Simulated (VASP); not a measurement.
The system is Mg5O.

```
Mg O
1.0
     3.09773    0.00000    0.00000
    -1.54886    2.68271    0.00000
     0.00000    0.00000   13.26903
Mg O
5 1
Direct
  0.66667 0.33333 0.09962
  0.00000 0.00000 0.29672
  0.66667 0.33333 0.50000
  0.00000 0.00000 0.70328
  0.66667 0.33333 0.90038
  0.00000 0.00000 0.00000
```

The cell was built from a structure type or drawn by symmetry, and may not be a known phase.

```yaml
Program: VASP 6.6.1
Task: relaxation of cell and atoms
Functional: PBE
Potentials_or_basis: VASP PAW PBE potentials, release 64 (Mg, O)
Cutoff: 600 eV
k_mesh: 6 × 6 × 2
Occupations: gaussian, width 0.1 eV
Spin: no spin polarisation
```

At the start: pressure -0.4 GPa; volume 18.38 Å³/atom.

Q: Where does the relaxation end?

A: Over 12 steps the energy falls by 2.2 meV/atom and the volume is 18.18 Å³/atom (-1.1 %); space group P-6m2 (No. 187, to 0.1 Å) before and after.

The path:
```
step  energy change (eV)  largest force (eV/Å)  pressure (GPa)  volume (Å³)
   1              0.0000                0.0169           -0.35       110.27
   2             -0.0017                0.0681           -0.07       109.63
   3             -0.0024                0.1294            0.27       108.87
   4             -0.0035                0.1328            0.31       108.71
   5             -0.0066                0.1268            0.46       108.24
   6             -0.0040                0.1260            0.87       107.29
   7             -0.0074                0.1125            0.60       107.94
   8             -0.0097                0.0949            0.35       108.31
   9             -0.0104                0.1034            0.11       108.69
  10             -0.0113                0.0879            0.03       108.86
  11             -0.0125                0.0445           -0.21       109.33
  12             -0.0131                0.0266           -0.08       109.08
```

Final structure:
```yaml
crystal:
  lattice:
    - [3.11162, 0.00000, 0.00000]
    - [-1.55581, 2.69474, 0.00000]
    - [0.00000, 0.00000, 13.00910]
  atoms:
    - { symbol: Mg, position: [0.66667, 0.33333, 0.10128] }
    - { symbol: Mg, position: [0.00000, 0.00000, 0.29875] }
    - { symbol: Mg, position: [0.66667, 0.33333, 0.50000] }
    - { symbol: Mg, position: [0.00000, 0.00000, 0.70125] }
    - { symbol: Mg, position: [0.66667, 0.33333, 0.89872] }
    - { symbol: O, position: [0.00000, 0.00000, 0.00000] }
```

Caveat: the k points lie up to 0.39 Å⁻¹ apart in the final cell, too coarse for converged energies and pressures of a metal.
